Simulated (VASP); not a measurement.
# Pt in VASP: a series of runs

Pt is run at these levels: r2SCAN; tasks: single point.

All numbers are computed with VASP 6.6.1; they aren't measurements. Logs are shortened: lines on timing, memory, paths and dates and some standing lists are left out, and cuts for length are marked.

### 1 The cell of the first run

The structure is tetragonal, space group I4/mmm (No. 139). Conventional cell: a = 2.694 Å, b = 2.694 Å, c = 4.102 Å, α = 90.00°, β = 90.00°, γ = 90.00°. Pt (site symmetry 4/mmm) has 12 Pt at 2.69 to 2.80 Å within 3.6 Å.

### 2 Single point, r2SCAN

The input, POSCAR:

```
Pt
1.0
    3.8101770359      0.0000000000      0.0000000000
    0.0000000000      3.8101770359      0.0000000000
   -1.9050885180      0.0000000000      2.0510699774
Pt
2
Direct
    0.0000000000      0.0000000000      0.0000000000
    0.5000000000      0.5000000000      0.0000000000
```

The input, INCAR.step1:

```
SYSTEM = Pt
  ALGO = Normal
  EDIFF = 1E-4
  ENCUT = 520
  GGA = PE
  ISMEAR = 0
  ISYM = 0
  LASPH = .TRUE.
  LCHARG = .FALSE.
  LREAL = .FALSE.
  LWAVE = .TRUE.
  NBANDS = 17
  NELM = 60
  PREC = Accurate
  SIGMA = 0.1
```

The input, INCAR.step2:

```
SYSTEM = Pt
  ALGO = Normal
  EDIFF = 1E-6
  ENCUT = 520
  ISIF = 2
  ISMEAR = 0
  ISTART = 1
  ISYM = 0
  LASPH = .TRUE.
  LCHARG = .FALSE.
  LMIXTAU = .TRUE.
  LREAL = .FALSE.
  LWAVE = .FALSE.
  METAGGA = R2SCAN
  NBANDS = 17
  NELM = 60
  PREC = Accurate
  SIGMA = 0.1
```

The input, KPOINTS:

```
k-points
0
G
  9 9 17
  0 0 0
```

Potentials or basis: VASP PAW PBE potentials, release 64 (Pt).

On the command line:

```
$ cat potpaw_PBE.64/Pt/POTCAR > POTCAR
$ cp INCAR.step1 INCAR
$ mpirun -np 1 vasp_std > vasp.out
$ cp INCAR.step2 INCAR
$ mpirun -np 1 vasp_std > vasp.out
```

OUTCAR:

```text
SYSTEM = Pt
   EDIFF = 1E-6
   ENCUT = 520
   ISIF = 2
   ISMEAR = 0
   ISTART = 1
   ISYM = 0
   LASPH = .TRUE.
   LREAL = .FALSE.
   METAGGA = R2SCAN
   NELM = 60
   PREC = Accurate

 ion  position               nearest neighbor table
   1  0.000  0.000  0.000-   2 2.69   2 2.69   2 2.69   2 2.69   2 2.80   2 2.80   2 2.80   2 2.80

   2  0.500  0.500  0.000-   1 2.69   1 2.69   1 2.69   1 2.69   1 2.80   1 2.80   1 2.80   1 2.80

IMPORTANT INFORMATION: All symmetrisations will be switched off!
NOSYMM: (Re-)initialisation of all symmetry stuff for point group C_1.

----------------------------------------------------------------------------------------

                                     Primitive cell

  volume of cell :      29.7763

  direct lattice vectors                    reciprocal lattice vectors
     3.810177036  0.000000000  0.000000000     0.262454996  0.000000000  0.243775203
     0.000000000  3.810177036  0.000000000     0.000000000  0.262454996  0.000000000
    -1.905088518  0.000000000  2.051069977     0.000000000  0.000000000  0.487550406

  length of vectors
     3.810177036  3.810177036  2.799330333     0.358202421  0.262454996  0.487550406

  position of ions in fractional coordinates (direct lattice)
     0.000000000  0.000000000  0.000000000
     0.500000000  0.500000000  0.000000000

  ion indices of the primitive-cell ions
   primitive index   ion index
                 1           1
                 2           2

----------------------------------------------------------------------------------------

 KPOINTS: k-points

Automatic generation of k-mesh.
 Grid dimensions read from file:
 generate k-points for:    9    9   17

 Generating k-lattice:

  Cartesian coordinates                     Fractional coordinates (reciprocal lattice)
     0.029161666  0.000000000  0.027086134     0.111111111  0.000000000  0.000000000
     0.000000000  0.029161666  0.000000000     0.000000000  0.111111111  0.000000000
     0.000000000  0.000000000  0.028679436     0.000000000  0.000000000  0.058823529

  Length of vectors
     0.039800269  0.029161666  0.028679436

  Shift w.r.t. Gamma in fractional coordinates (k-lattice)
     0.000000000  0.000000000  0.000000000

 -----------------------------------------------------------------------------
|                                                                             |
|           W    W    AA    RRRRR   N    N  II  N    N   GGGG   !!!           |
|           W    W   A  A   R    R  NN   N  II  NN   N  G    G  !!!           |
|           W    W  A    A  R    R  N N  N  II  N N  N  G       !!!           |
|           W WW W  AAAAAA  RRRRR   N  N N  II  N  N N  G  GGG   !            |
|           WW  WW  A    A  R   R   N   NN  II  N   NN  G    G                |
|           W    W  A    A  R    R  N    N  II  N    N   GGGG   !!!           |
|                                                                             |
|     Your reciprocal lattice and k-lattice belong to different lattice       |
|     classes:                                                                |
|                                                                             |
|        The reciprocal lattice is base centered orthorhombic,                |
|        whereas your k-lattice is simple monoclinic.                         |
|                                                                             |
|     Results are often still useful ...                                      |
|                                                                             |
 -----------------------------------------------------------------------------

 WARNING: IBZKPT: internal override: KBLOWUP is changed to .FALSE.
      ... skipping the blow-up phase ...

 Subroutine IBZKPT returns following result:
 ===========================================

 Found    689 irreducible k-points:

 Following reciprocal coordinates:
            Coordinates               Weight
  0.000000  0.000000  0.000000      1.000000
  0.111111  0.000000  0.000000      2.000000
  0.222222  0.000000  0.000000      2.000000
  0.333333  0.000000  0.000000      2.000000
  0.444444  0.000000  0.000000      2.000000
  0.000000  0.111111  0.000000      2.000000
[... 16 lines left out ...]
 -0.111111  0.222222 -0.000000      2.000000
  0.000000  0.333333  0.000000      2.000000
 [... further k-points ...]
   k-points           NKPTS =    689   k-points in BZ     NKDIM =    689   number of bands    NBANDS=     17
   number of dos      NEDOS =    301   number of ions     NIONS =      2
   total plane-waves  NPLWV =  18816
   dimension x,y,z NGX =    28 NGY =   28 NGZ =   24
   dimension x,y,z NGXF=    56 NGYF=   56 NGZF=   48
   ions per type =               2
   NGX,Y,Z   is equivalent  to a cutoff of  12.22, 12.22, 14.25 a.u.
   NGXF,Y,Z  is equivalent  to a cutoff of  24.43, 24.43, 28.51 a.u.
 SYSTEM =  Pt
   PREC   = accura    normal or accurate (medium, high low for compatibility)
   ISTART =      1    job   : 0-new  1-cont  2-samecut
   ICHARG =      0    charge: 1-file 2-atom 10-const
   ISPIN  =      1    spin polarized calculation?
   LNONCOLLINEAR =      F non collinear calculations
   LSORBIT =      F    spin-orbit coupling
   LASPH  =      T    aspherical Exc in radial PAW
   ENCUT  =  520.0 eV  38.22 Ry    6.18 a.u.   7.08  7.08  5.20*2*pi/ulx,y,z
   NELM   =     60;   NELMIN=  2; NELMDL=  0     # of ELM steps
   EDIFF  = 0.1E-05   stopping-criterion for ELM
   LREAL  =      F    real-space projection
   EDIFFG = 0.1E-04   stopping-criterion for IOM
   NSW    =      0    number of steps for IOM
   IBRION =     -1    ionic relax: 0-MD 1-quasi-New 2-CG
   NFREE  =      0    steps in history (QN), initial steepest desc. (CG)
   ISIF   =      2    stress and relaxation
   ISYM   =      0    0-nonsym 1-usesym 2-fastsym
   POTIM  = 0.5000    time-step for ionic-motion
   TEBEG  =    0.0;   TEEND  =   0.0 temperature during run
   PSTRESS=    0.0 pullay stress
   NELECT =      20.0000    total number of electrons
   NUPDOWN=      -1.0000    fix difference up-down
   EMIN   =  10.00;   EMAX   =-10.00  energy-range for DOS
   EFERMI =   0.00;   METHOD = LEGACY
   ISMEAR =     0;   SIGMA  =   0.10  broadening in eV -4-tet -1-fermi 0-gaus
   EFERMI_NEDOS =   21; number of points for ismear=-14 and -15
   IALGO  =     38    algorithm
   IMIX   =      4    mixing-type and parameters
     AMIX     =   0.40;   BMIX     =  1.00
     AMIX_MAG =   1.60;   BMIX_MAG =  1.00
  volume/ion in A,a.u.               =      14.89       100.47
  Fermi-wavevector in a.u.,A,eV,Ry     =   1.433710  2.709319 27.967096  2.055524
  Thomas-Fermi vector in A             =   2.553198
   LORBIT       =      0    0 simple, 1 ext, 2 COOP (PROOUT), +10 PAW based schemes
   METAGGA = R2SCAN    functional components
   LHFCALC =     F    Hartree Fock is set to
   AEXX    =    0.0000 exact exchange contribution
   IVDW    =     0    specifies the selected vdW correction
   LEPSILON=     F    determine dielectric tensor
   LRPA    =     F    only Hartree local field effects (RPA)
 non-spin polarized calculation
 Gauss-broadening in eV      SIGMA  =   0.10
  energy-cutoff  :      520.00
  volume of cell :       29.78
 maximum number of plane-waves:       816
   NGX = 15   NGY = 15   NGZ = 11

 number of electron      19.9999999 magnetization

 Free energy of the ion-electron system (eV)
  ---------------------------------------------------
  ext. energy  EPLUGINS =         0.00000000
  ---------------------------------------------------
  free energy    TOTEN  =      -102.94237553 eV

  energy without entropy =     -102.92454219  energy(sigma->0) =     -102.93345886

 E-fermi :  11.2408     XC(G=0): -14.7214

 val. band max:       11.2394110099   @ k =  -0.3333   0.2222   0.0588
 cond. band min:      11.2438798550   @ k =  -0.1111   0.2222   0.2353
 fundamental gap:      0.0044688450
 Fermi energy:        11.2407655673

 k-point     1 :       0.0000    0.0000    0.0000
  band No.  band energies     occupation
      1       0.6226      2.00000
      2       3.8479      2.00000
      3       4.3021      2.00000
      4       6.6763      2.00000
      5       7.6112      2.00000
      6       7.6121      2.00000
[... 9 lines left out ...]
     16      26.8084      0.00000
     17      30.7203      0.00000

 k-point     2 :       0.1111    0.0000    0.0000
  band No.  band energies     occupation
      1       0.9624      2.00000
      2       4.0709      2.00000
      3       4.5243      2.00000
      4       6.6773      2.00000
      5       7.5910      2.00000
      6       7.7503      2.00000
[... 9 lines left out ...]
     16      27.3280      0.00000
     17      30.2925      0.00000

 k-point     3 :       0.2222    0.0000    0.0000
  band No.  band energies     occupation
      1       1.9151      2.00000
      2       4.5532      2.00000
      3       5.2139      2.00000
      4       6.5614      2.00000
      5       7.7476      2.00000
      6       7.8733      2.00000
[... 9 lines left out ...]
     16      28.5650      0.00000
     17      28.5865      0.00000

 k-point     4 :       0.3333    0.0000    0.0000
  band No.  band energies     occupation
      1       3.2738      2.00000
      2       5.1187      2.00000
      3       6.0142      2.00000
      4       6.3754      2.00000
      5       7.5605      2.00000
      6       7.5901      2.00000
[... 9 lines left out ...]
     16      28.3103      0.00000
     17      28.8782      0.00000
[... 343 lines left out ...]
      1       2.4261      2.00000
      2       4.6812      2.00000
      3       5.5524      2.00000
      4       6.8142      2.00000
      5       7.3142      2.00000
      6       8.0187      2.00000
[... 9 lines left out ...]
     16      26.6010      0.00000
     17      28.6136      0.00000

 k-point    23 :      -0.1111    0.2222   -0.0000
  band No.  band energies     occupation
      1       1.6478      2.00000
      2       4.3447      2.00000
      3       4.8244      2.00000
      4       6.8827      2.00000
      5       7.3229      2.00000
      6       7.9542      2.00000
[... 9 lines left out ...]
     16      28.2011      0.00000
     17      28.8457      0.00000

 k-point    24 :       0.0000    0.3333    0.0000
  band No.  band energies     occupation
      1       2.1862      2.00000
      2       4.2696      2.00000
      3       4.9839      2.00000
      4       6.6045      2.00000
      5       7.6419      2.00000
      6       8.2457      2.00000
[... 9 lines left out ...]
     16      29.1088      0.00000
     17      30.1547      0.00000

 [... further k-points ...]

------------------------ aborting loop because EDIFF is reached ----------------------------------------

  FORCE on cell =-STRESS in cart. coord.  units (eV):
  Direction    XX          YY          ZZ          XY          YZ          ZX
  --------------------------------------------------------------------------------------
  -------------------------------------------------------------------------------------
  Total        2.4040937      2.3996526      0.4955867      0.0000000      0.0000000      0.0114687
  in kB      129.3573745    129.1184100     26.6660966      0.0000001      0.0000010      0.6171001
  external PRESSURE =      95.0472937 kB  Pullay stress =       0.0000000 kB

 VOLUME and BASIS-vectors are now :
 -----------------------------------------------------------------------------
  energy-cutoff  :      520.00
  volume of cell :       29.78
      direct lattice vectors                 reciprocal lattice vectors
     3.810177036  0.000000000  0.000000000     0.262454996  0.000000000  0.243775203
     0.000000000  3.810177036  0.000000000     0.000000000  0.262454996  0.000000000
    -1.905088518  0.000000000  2.051069977     0.000000000  0.000000000  0.487550406

 POSITION                                       TOTAL-FORCE (eV/Angst)
 -----------------------------------------------------------------------------------
      0.00000      0.00000      0.00000         0.000000     -0.000000      0.000000
      1.90509      1.90509      0.00000        -0.000000      0.000000     -0.000000
 -----------------------------------------------------------------------------------
    total drift:                               -0.000000     -0.000000     -0.000000

  FREE ENERGIE OF THE ION-ELECTRON SYSTEM (eV)
  ---------------------------------------------------
  free  energy   TOTEN  =      -102.9423755315 eV

  energy  without entropy=     -102.9245421911  energy(sigma->0) =     -102.93345886
```

Run time: 33 min. Hardware: 1 thread of Oxide Virtual Turin-like, shared host; peak memory 0.36 GiB.

Results:

| Property | Result |
| --- | --- |
| Free energy | -102.9424 eV |
| Pressure | 9.5 GPa |
| Band gap on the k mesh | zero (band 10 reaches 12.02 eV, above the bottom of band 11 at 9.92 eV) |

Caveat: the PAW data sets were made with another functional, which shifts forces and pressure a little; spin-orbit coupling is left out, which moves the levels of the heavy elements.

(Part 1 of 2 ends here.)
